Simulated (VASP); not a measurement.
# LiIn3 (Pm-3m) in VASP: a series of runs

LiIn3 is run at these levels: LDA; tasks: single point, relaxation of cell and atoms.

Everything below comes from runs of VASP 6.6.1. Logs are shortened: lines on timing, memory, paths and dates and some standing lists are left out, and cuts for length are marked.

## 1. The cell of the first run

It takes space group Pm-3m (No. 221, cubic). Conventional cell: a = 4.411 Å, b = 4.411 Å, c = 4.411 Å, α = 90.00°, β = 90.00°, γ = 90.00°. Li (site symmetry m-3m) has 12 In at 3.12 Å within 4.1 Å. Within 4.1 Å of In (site symmetry 4/mmm) lie 4 Li at 3.12 Å and 8 In at 3.12 Å.

## 2. Single point, LDA

INCAR reads:

```
  PREC = Accurate
  ENCUT = 520
  EDIFF = 1E-6
  ISMEAR = 0
  SIGMA = 0.1
  LREAL = F
  LASPH = T
  NELM = 100
  ALGO = Normal
  ISIF = 2
  LWAVE = F
  LCHARG = F
  GGA = CA
  NBANDS = 29
```

KPOINTS reads:

```
Automatic mesh
0
Gamma
  10 10 10
```

POSCAR reads:

```
LiIn3
1.0
    4.4114582756      0.0000000000      0.0000000000
    0.0000000000      4.4114582756      0.0000000000
    0.0000000000      0.0000000000      4.4114582756
Li In
1 3
Direct
    0.5000000000      0.5000000000      0.5000000000
    0.5000000000      0.0000000000      0.0000000000
    0.0000000000      0.5000000000      0.0000000000
    0.0000000000      0.0000000000      0.5000000000
```

Potentials or basis: VASP PAW LDA potentials, release 64 (Li_sv, In_d).

Started as:

```sh
cat potpaw_LDA.64/Li_sv/POTCAR potpaw_LDA.64/In_d/POTCAR > POTCAR
mpirun -np 1 vasp_std > vasp.out
```

OUTCAR:

```text
PREC = Accurate
   ENCUT = 520
   EDIFF = 1E-6
   ISMEAR = 0
   LREAL = F
   LASPH = T
   NELM = 100
   ISIF = 2
   GGA = CA

 ion  position               nearest neighbor table
   1  0.500  0.500  0.500-   2 3.12   3 3.12   4 3.12   2 3.12   3 3.12   2 3.12   4 3.12   2 3.12
                             3 3.12   4 3.12   3 3.12   4 3.12
   2  0.500  0.000  0.000-   1 3.12   3 3.12   4 3.12   1 3.12   4 3.12   1 3.12   3 3.12   1 3.12
                             3 3.12   4 3.12   4 3.12   3 3.12
   3  0.000  0.500  0.000-   1 3.12   2 3.12   4 3.12   1 3.12   4 3.12   2 3.12   4 3.12   4 3.12
                             1 3.12   2 3.12   1 3.12   2 3.12
   4  0.000  0.000  0.500-   1 3.12   2 3.12   3 3.12   2 3.12   3 3.12   1 3.12   3 3.12   3 3.12
                             1 3.12   2 3.12   2 3.12   1 3.12

  LATTYP: Found a simple cubic cell.
 ALAT       =     4.4114582756

  Lattice vectors:

 A1 = (   4.4114582756,   0.0000000000,   0.0000000000)
 A2 = (   0.0000000000,   4.4114582756,   0.0000000000)
 A3 = (   0.0000000000,   0.0000000000,   4.4114582756)

Analysis of symmetry for initial positions (statically):
=====================================================================
 Subroutine PRICEL returns:
 Original cell was already a primitive cell.

 Routine SETGRP: Setting up the symmetry group for a
 simple cubic supercell.

 Subroutine GETGRP returns: Found 48 space group operations
 (whereof 48 operations were pure point group operations)
 out of a pool of 48 trial point group operations.

The static configuration has the point symmetry O_h .

Analysis of symmetry for dynamics (positions and initial velocities):
=====================================================================
 Subroutine PRICEL returns:
 Original cell was already a primitive cell.

 Routine SETGRP: Setting up the symmetry group for a
 simple cubic supercell.

 Subroutine GETGRP returns: Found 48 space group operations
 (whereof 48 operations were pure point group operations)
 out of a pool of 48 trial point group operations.

The dynamic configuration has the point symmetry O_h .

 Subroutine INISYM returns: Found 48 space group operations
 (whereof 48 operations are pure point group operations),
 and found     1 'primitive' translations

----------------------------------------------------------------------------------------

                                     Primitive cell

  volume of cell :      85.8512

  direct lattice vectors                    reciprocal lattice vectors
     4.411458276  0.000000000  0.000000000     0.226682411  0.000000000  0.000000000
     0.000000000  4.411458276  0.000000000     0.000000000  0.226682411  0.000000000
     0.000000000  0.000000000  4.411458276     0.000000000  0.000000000  0.226682411

  length of vectors
     4.411458276  4.411458276  4.411458276     0.226682411  0.226682411  0.226682411

  position of ions in fractional coordinates (direct lattice)
     0.500000000  0.500000000  0.500000000
     0.500000000  0.000000000  0.000000000
     0.000000000  0.500000000  0.000000000
     0.000000000  0.000000000  0.500000000

  ion indices of the primitive-cell ions
   primitive index   ion index
                 1           1
                 2           2
                 3           3
                 4           4

----------------------------------------------------------------------------------------

 KPOINTS: Automatic mesh

Automatic generation of k-mesh.
 Grid dimensions read from file:
 generate k-points for:   10   10   10

 Generating k-lattice:

  Cartesian coordinates                     Fractional coordinates (reciprocal lattice)
     0.022668241  0.000000000  0.000000000     0.100000000  0.000000000  0.000000000
     0.000000000  0.022668241  0.000000000     0.000000000  0.100000000  0.000000000
     0.000000000  0.000000000  0.022668241     0.000000000  0.000000000  0.100000000

  Length of vectors
     0.022668241  0.022668241  0.022668241

  Shift w.r.t. Gamma in fractional coordinates (k-lattice)
     0.000000000  0.000000000  0.000000000

 Subroutine IBZKPT returns following result:
 ===========================================

 Found     56 irreducible k-points:

 Following reciprocal coordinates:
            Coordinates               Weight
  0.000000  0.000000  0.000000      1.000000
  0.100000  0.000000  0.000000      6.000000
  0.200000  0.000000  0.000000      6.000000
  0.300000  0.000000  0.000000      6.000000
  0.400000  0.000000  0.000000      6.000000
  0.500000  0.000000  0.000000      3.000000
[... 16 lines left out ...]
  0.200000  0.100000  0.100000     24.000000
  0.300000  0.100000  0.100000     24.000000
 [... further k-points ...]
   k-points           NKPTS =     56   k-points in BZ     NKDIM =     56   number of bands    NBANDS=     29
   number of dos      NEDOS =    301   number of ions     NIONS =      4
   total plane-waves  NPLWV =  46656
   dimension x,y,z NGX =    36 NGY =   36 NGZ =   36
   dimension x,y,z NGXF=    72 NGYF=   72 NGZF=   72
   ions per type =               1   3
   NGX,Y,Z   is equivalent  to a cutoff of  13.57, 13.57, 13.57 a.u.
   NGXF,Y,Z  is equivalent  to a cutoff of  27.13, 27.13, 27.13 a.u.
 SYSTEM =  unknown system
   PREC   = accura    normal or accurate (medium, high low for compatibility)
   ISTART =      0    job   : 0-new  1-cont  2-samecut
   ICHARG =      2    charge: 1-file 2-atom 10-const
   ISPIN  =      1    spin polarized calculation?
   LNONCOLLINEAR =      F non collinear calculations
   LSORBIT =      F    spin-orbit coupling
   LASPH  =      T    aspherical Exc in radial PAW
   ENCUT  =  520.0 eV  38.22 Ry    6.18 a.u.   8.20  8.20  8.20*2*pi/ulx,y,z
   NELM   =    100;   NELMIN=  2; NELMDL= -5     # of ELM steps
   EDIFF  = 0.1E-05   stopping-criterion for ELM
   LREAL  =      F    real-space projection
   EDIFFG = 0.1E-04   stopping-criterion for IOM
   NSW    =      0    number of steps for IOM
   IBRION =     -1    ionic relax: 0-MD 1-quasi-New 2-CG
   NFREE  =      0    steps in history (QN), initial steepest desc. (CG)
   ISIF   =      2    stress and relaxation
   ISYM   =      2    0-nonsym 1-usesym 2-fastsym
   POTIM  = 0.5000    time-step for ionic-motion
   TEBEG  =    0.0;   TEEND  =   0.0 temperature during run
   PSTRESS=    0.0 pullay stress
   NELECT =      42.0000    total number of electrons
   NUPDOWN=      -1.0000    fix difference up-down
   EMIN   =  10.00;   EMAX   =-10.00  energy-range for DOS
   EFERMI =   0.00;   METHOD = LEGACY
   ISMEAR =     0;   SIGMA  =   0.10  broadening in eV -4-tet -1-fermi 0-gaus
   EFERMI_NEDOS =   21; number of points for ismear=-14 and -15
   IALGO  =     38    algorithm
   IMIX   =      4    mixing-type and parameters
     AMIX     =   0.40;   BMIX     =  1.00
     AMIX_MAG =   1.60;   BMIX_MAG =  1.00
  volume/ion in A,a.u.               =      21.46       144.84
  Fermi-wavevector in a.u.,A,eV,Ry     =   1.289959  2.437668 22.640000  1.663993
  Thomas-Fermi vector in A             =   2.421819
   LORBIT       =      0    0 simple, 1 ext, 2 COOP (PROOUT), +10 PAW based schemes
   GGA     = CA    functional components
   LHFCALC =     F    Hartree Fock is set to
   AEXX    =    0.0000 exact exchange contribution
   IVDW    =     0    specifies the selected vdW correction
   LEPSILON=     F    determine dielectric tensor
   LRPA    =     F    only Hartree local field effects (RPA)
 non-spin polarized calculation
 Gauss-broadening in eV      SIGMA  =   0.10
  energy-cutoff  :      520.00
  volume of cell :       85.85
 maximum number of plane-waves:      2360
 NGX is ok and might be reduce to    36
   NGX = 17   NGY = 17   NGZ = 17

 number of electron      41.9999981 magnetization

 Free energy of the ion-electron system (eV)
  ---------------------------------------------------
  ext. energy  EPLUGINS =         0.00000000
  ---------------------------------------------------
  free energy    TOTEN  =       -12.46778638 eV

  energy without entropy =      -12.45879254  energy(sigma->0) =      -12.46328946

 E-fermi :   7.3224     XC(G=0): -10.4668

 val. band max:        7.2493062425   @ k =   0.5000   0.0000   0.0000
 cond. band min:       7.3457921544   @ k =   0.3000   0.2000   0.2000
 fundamental gap:      0.0964859119
 Fermi energy:         7.3223635672

 k-point     1 :       0.0000    0.0000    0.0000
  band No.  band energies     occupation
      1     -38.6657      2.00000
      2      -7.6933      2.00000
      3      -7.6821      2.00000
      4      -7.6821      2.00000
      5      -7.6821      2.00000
      6      -7.4452      2.00000
[... 21 lines left out ...]
     28      12.9413      0.00000
     29      12.9413      0.00000

 k-point     2 :       0.1000    0.0000    0.0000
  band No.  band energies     occupation
      1     -38.6657      2.00000
      2      -7.6789      2.00000
      3      -7.6787      2.00000
      4      -7.6653      2.00000
      5      -7.6653      2.00000
      6      -7.4423      2.00000
[... 21 lines left out ...]
     28      12.8910      0.00000
     29      12.8910      0.00000

 k-point     3 :       0.2000    0.0000    0.0000
  band No.  band energies     occupation
      1     -38.6656      2.00000
      2      -7.6695      2.00000
      3      -7.6382      2.00000
      4      -7.6158      2.00000
      5      -7.6158      2.00000
      6      -7.4342      2.00000
[... 21 lines left out ...]
     28      13.1311      0.00000
     29      13.1311      0.00000

 k-point     4 :       0.3000    0.0000    0.0000
  band No.  band energies     occupation
      1     -38.6656      2.00000
      2      -7.6575      2.00000
      3      -7.5801      2.00000
      4      -7.5377      2.00000
      5      -7.5377      2.00000
      6      -7.4223      2.00000
[... 21 lines left out ...]
     28      13.5894      0.00000
     29      13.5894      0.00000

 k-point     5 :       0.4000    0.0000    0.0000
  band No.  band energies     occupation
      1     -38.6656      2.00000
      2      -7.6473      2.00000
      3      -7.5236      2.00000
      4      -7.4390      2.00000
      5      -7.4390      2.00000
      6      -7.4064      2.00000
[... 21 lines left out ...]
     28      14.2040      0.00000
     29      14.3763      0.00000
[... 510 lines left out ...]
     28      13.3784      0.00000
     29      16.8817      0.00000

 k-point    22 :       0.1000    0.1000    0.1000
  band No.  band energies     occupation
      1     -38.6657      2.00000
      2      -7.6697      2.00000
      3      -7.6413      2.00000
      4      -7.6413      2.00000
      5      -7.6395      2.00000
      6      -7.4213      2.00000
[... 21 lines left out ...]
     28      13.1271      0.00000
     29      13.1271      0.00000

 k-point    23 :       0.2000    0.1000    0.1000
  band No.  band energies     occupation
      1     -38.6656      2.00000
      2      -7.6523      2.00000
      3      -7.6187      2.00000
      4      -7.5988      2.00000
      5      -7.5863      2.00000
      6      -7.4129      2.00000
[... 21 lines left out ...]
     28      12.9662      0.00000
     29      13.3290      0.00000

 k-point    24 :       0.3000    0.1000    0.1000
  band No.  band energies     occupation
      1     -38.6656      2.00000
      2      -7.6342      2.00000
      3      -7.5717      2.00000
      4      -7.5308      2.00000
      5      -7.5129      2.00000
      6      -7.4015      2.00000
[... 21 lines left out ...]
     28      12.9109      0.00000
     29      13.7753      0.00000

 [... further k-points ...]

------------------------ aborting loop because EDIFF is reached ----------------------------------------

  FORCE on cell =-STRESS in cart. coord.  units (eV):
  Direction    XX          YY          ZZ          XY          YZ          ZX
  --------------------------------------------------------------------------------------
  -------------------------------------------------------------------------------------
  Total       -0.0202599     -0.0202599     -0.0202599     -0.0000000     -0.0000000      0.0000000
  in kB       -0.3780945     -0.3780945     -0.3780945     -0.0000000     -0.0000000      0.0000000
  external PRESSURE =      -0.3780945 kB  Pullay stress =       0.0000000 kB

 VOLUME and BASIS-vectors are now :
 -----------------------------------------------------------------------------
  energy-cutoff  :      520.00
  volume of cell :       85.85
      direct lattice vectors                 reciprocal lattice vectors
     4.411458276  0.000000000  0.000000000     0.226682411  0.000000000  0.000000000
     0.000000000  4.411458276  0.000000000     0.000000000  0.226682411  0.000000000
     0.000000000  0.000000000  4.411458276     0.000000000  0.000000000  0.226682411

 POSITION                                       TOTAL-FORCE (eV/Angst)
 -----------------------------------------------------------------------------------
      2.20573      2.20573      2.20573         0.000000      0.000000      0.000000
      2.20573      0.00000      0.00000         0.000000      0.000000      0.000000
      0.00000      2.20573      0.00000         0.000000      0.000000      0.000000
      0.00000      0.00000      2.20573         0.000000      0.000000      0.000000
 -----------------------------------------------------------------------------------
    total drift:                                0.000000      0.000000     -0.000000

  FREE ENERGIE OF THE ION-ELECTRON SYSTEM (eV)
  ---------------------------------------------------
  free  energy   TOTEN  =       -12.4677863828 eV

  energy  without entropy=      -12.4587925414  energy(sigma->0) =      -12.46328946
```

Wall time 64 s (1 thread of Intel Xeon Platinum 8488C (Sapphire Rapids), shared host); peak memory 0.24 GiB.

Results:

| Quantity | Value |
| --- | --- |
| Free energy | -12.4678 eV |
| Band gap on the k mesh | zero (bands 21 and 22 overlap by 5.26 eV) |

Caveat: the cutoff is under 1.25 times the usual one of these potentials, so pressure, stress and relaxed cells hold a basis-set (Pulay) error; spin-orbit coupling is left out, which moves the levels of the heavy elements.

## 3. Relaxation of cell and atoms, LDA

This run uses another cell than the first one, of 24.02 Å³/atom.

INCAR reads:

```
ALGO     = Normal         # electronic algorithm
EDIFF    = 1E-7           # SCF threshold, eV
EDIFFG   = -0.005         # ionic threshold
ENCUT    = 600            # plane-wave cutoff, eV
IBRION   = 2              # ionic algorithm
ISIF     = 3              # what is computed and relaxed
ISMEAR   = 0              # smearing method
LASPH    = T              # aspherical terms in the spheres
LCHARG   = F              # write CHGCAR
LREAL    = F              # projectors in reciprocal space
LWAVE    = F              # write WAVECAR
NELM     = 100            # most SCF steps
NSW      = 70             # ionic steps
PREC     = Accurate       # precision mode
SIGMA    = 0.1            # smearing width, eV
```

KPOINTS reads:

```
k-points
0
Gamma
  10 10 10
```

POSCAR reads:

```
LiIn3
1.0
    4.5803531638      0.0000000000      0.0000000000
    0.0000000000      4.5803531638      0.0000000000
    0.0000000000      0.0000000000      4.5803531638
Li In
1 3
Direct
    0.5000000000      0.5000000000      0.5000000000
    0.5000000000      0.0000000000      0.0000000000
    0.0000000000      0.5000000000      0.0000000000
    0.0000000000      0.0000000000      0.5000000000
```

Potentials or basis: VASP PAW LDA potentials, release 64 (Li_sv, In_d).

Started as:

```sh
cat potpaw_LDA.64/Li_sv/POTCAR potpaw_LDA.64/In_d/POTCAR > POTCAR
mpirun -np 1 vasp_std > vasp.out
```

It took 3.8 min on 1 thread of Intel Xeon Platinum 8488C (Sapphire Rapids), shared host; peak memory 0.28 GiB.

The run converged. Its results:

```
Free energy                           : -12.4700 eV
Relaxed volume                        : 21.51 Å³/atom
Relaxed cell                          : a = 4.414 Å, b = 4.414 Å, c = 4.414 Å, α = 90.00°, β = 90.00°, γ = 90.00°
Space group after relaxing (to 0.1 Å) : Pm-3m (No. 221)
Energy gained by relaxing             : 33.8 meV/atom
Ionic steps                           : 3
Pressure after relaxing               : 0.0 GPa
Band gap on the k mesh                : zero (bands 21 and 22 overlap by 5.25 eV)
```

The path:
```tsv
step	energy change (eV)	largest force (eV/Å)	pressure (GPa)	volume (Å³)
1	0.0000	0.0000	-3.82	96.09
2	-0.1260	0.0000	-1.17	88.35
3	-0.1351	0.0000	-0.03	86.03
```

Final structure:
```
Li In
1.0
     4.41443    0.00000    0.00000
     0.00000    4.41443    0.00000
     0.00000    0.00000    4.41443
Li In
1 3
Direct
  0.50000 0.50000 0.50000
  0.50000 0.00000 0.00000
  0.00000 0.50000 0.00000
  0.00000 0.00000 0.50000
```

Levels at points of the mesh, in eV from the Fermi level:
| k point | band 18 | band 19 | band 20 | band 21 | band 22 | band 23 | band 24 | band 25 |
| --- | --- | --- | --- | --- | --- | --- | --- | --- |
| (0.00, 0.00, 0.00) | -1.93 | -1.93 | -1.93 | -1.48 | -1.48 | 2.84 | 5.13 | 5.13 |
| (0.50, 0.00, 0.00) | -7.00 | -0.65 | -0.07 | -0.07 | 1.14 | 1.14 | 1.84 | 2.38 |
| (0.50, 0.50, 0.00) | -5.86 | -5.86 | -3.30 | 2.23 | 2.36 | 2.40 | 2.40 | 3.08 |
| (0.50, 0.50, 0.50) | -4.27 | -4.27 | -4.09 | -3.01 | -3.01 | -3.01 | 1.88 | 9.95 |

Caveat: the cutoff is under 1.25 times the usual one of these potentials, so pressure, stress and relaxed cells hold a basis-set (Pulay) error; spin-orbit coupling is left out, which moves the levels of the heavy elements.
